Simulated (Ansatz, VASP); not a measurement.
Two plane-wave programs on RuRh2

Contents of INCAR:

```
SYSTEM = RuRh2
  ALGO = Fast
  EDIFF = 1E-6
  ENCUT = 520
  GGA = PE
  ISIF = 2
  ISMEAR = 0
  LASPH = .True.
  LCHARG = .False.
  LREAL = .False.
  LWAVE = .False.
  NBANDS = 29
  NELM = 80
  PREC = Accurate
  SIGMA = 0.1
```

Contents of KPOINTS:

```
k-points
0
Gamma
  12 12 18
  0 0 0
```

Contents of POSCAR:

```
RuRh2
1.0
    4.3192966811      0.0000000000      0.0000000000
   -2.1596483406      3.7406206523      0.0000000000
    0.0000000000      0.0000000000      2.6466994667
Ru Rh
1 2
Direct
    0.0000000000      0.0000000000      0.0000000000
    0.3333333333      0.6666666667      0.5000000000
    0.6666666667      0.3333333333      0.5000000000
```

Input for Ansatz:

```yaml
crystal:
  lattice:
    - [4.3192966811, 0.0, 0.0]
    - [-2.1596483406, 3.7406206523, 0.0]
    - [0.0, 0.0, 2.6466994667]
  atoms:
    - { symbol: Ru, position: [0.0, 0.0, 0.0] }
    - { symbol: Rh, position: [0.3333333333, 0.6666666667, 0.5] }
    - { symbol: Rh, position: [0.6666666667, 0.3333333333, 0.5] }
basis:
  ecutwfc: 420
kpoints:
  mp_grid: { grid: [12, 12, 18] }
hamiltonian:
  xc: pbe
scf:
  occupations: { method: gaussian, width: 0.1 }
  algorithm: density_mixing
  mixing: { preconditioner: none, algorithm: anderson, beta: 0.5, ndim: 16 }
output:
  forces: true
  eigenvalues: true
  stress: true
```

Alike in both runs: task single point; functional PBE; k mesh 12 × 12 × 18; occupations gaussian, width 0.1 eV; no spin polarisation.

|  | VASP | Ansatz |
| --- | --- | --- |
| version | VASP 6.6.1 | Ansatz 0.2.0 |
| potentials or method | VASP PAW PBE potentials, release 64 (Ru_pv, Rh_pv), cutoff 520 eV | scalar-relativistic, plane waves, PAW |
| valence electrons in the cell | 44 | 50 |

```csv
,VASP,Ansatz,Ansatz less VASP
gap on the k mesh at the Fermi level (eV),none,none,-
pressure (GPa),0.0,0.0,+0.05
"traceless stress, the component that is largest in VASP (GPa)",-0.07,-0.01,+0.058
```

A gap of «none» marks a metal or a gap that the smearing closes. VASP's potentials hold 44 valence electrons a cell and Ansatz's 50, so a difference there can come from the potentials and not from the codes.
